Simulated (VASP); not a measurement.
Set up this calculation in VASP 6.6.1, as the native input.

* Task: single point
* Functional: r2SCAN
* Potentials or basis: VASP PAW PBE potentials, release 64 (Mg_sv, O)
* Cutoff: 920 eV
* k mesh: 10 × 10 × 10
* Occupations: gaussian, width 0.01 eV
* Spin: no spin polarisation
* Dipole correction: no
* Further INCAR settings: ALGO = Normal; EDIFF = 1e-06; NBANDS = 15

MgO:

```
Mg O
1.0
     0.00000    2.12584    2.12584
     2.12584    0.00000    2.12584
     2.12584    2.12584    0.00000
Mg O
1 1
Direct
  0.00000 0.00000 0.00000
  0.50000 0.50000 0.50000
```

These files were run (other wordings do the same):

POSCAR

```
MgO
1.0
    0.0000000000      2.1258429397      2.1258429397
    2.1258429397      0.0000000000      2.1258429397
    2.1258429397      2.1258429397      0.0000000000
Mg O
1 1
Direct
    0.0000000000      0.0000000000      0.0000000000
    0.5000000000      0.5000000000      0.5000000000
```

INCAR.step1

```
PREC = Accurate ; ENCUT = 920
ISMEAR = 0 ; SIGMA = 0.01
LREAL = False ; LASPH = True
NELM = 120 ; NBANDS = 15
GGA = PE ; ALGO = Normal
EDIFF = 1E-5 ; LWAVE = True
LCHARG = False ; GGA_COMPAT = False
```

INCAR.step2

```
PREC = Accurate ; ENCUT = 920
EDIFF = 1E-6 ; ISMEAR = 0
SIGMA = 0.01 ; LREAL = False
LASPH = True ; NELM = 120
ALGO = Normal ; ISIF = 2
LWAVE = False ; LCHARG = True
METAGGA = R2SCAN ; LMIXTAU = True
LELF = True ; LVHAR = True
NBANDS = 15 ; ISTART = 1
GGA_COMPAT = False
```

KPOINTS

```
regular mesh
0
Gamma
  10 10 10
```

Potentials or basis: VASP PAW PBE potentials, release 64 (Mg_sv, O).

Run with:

```bash
$ cat potpaw_PBE.64/Mg_sv/POTCAR potpaw_PBE.64/O/POTCAR > POTCAR
$ cp INCAR.step1 INCAR
$ mpirun -np 1 vasp_std > vasp.out
$ cp INCAR.step2 INCAR
$ mpirun -np 1 vasp_std > vasp.out
```

Results of the run:

* Pressure: -4.7 GPa
* Band gap on the k mesh: 5.37 eV

Caveat: the cell stands under tension; the PAW data sets were made with another functional, which shifts forces and pressure a little.

It took 95 s on 1 thread of Intel(R) Xeon(R) Platinum 8375C CPU @ 2.90GHz (Ice Lake), on a shared host, peak memory 0.18 GiB.
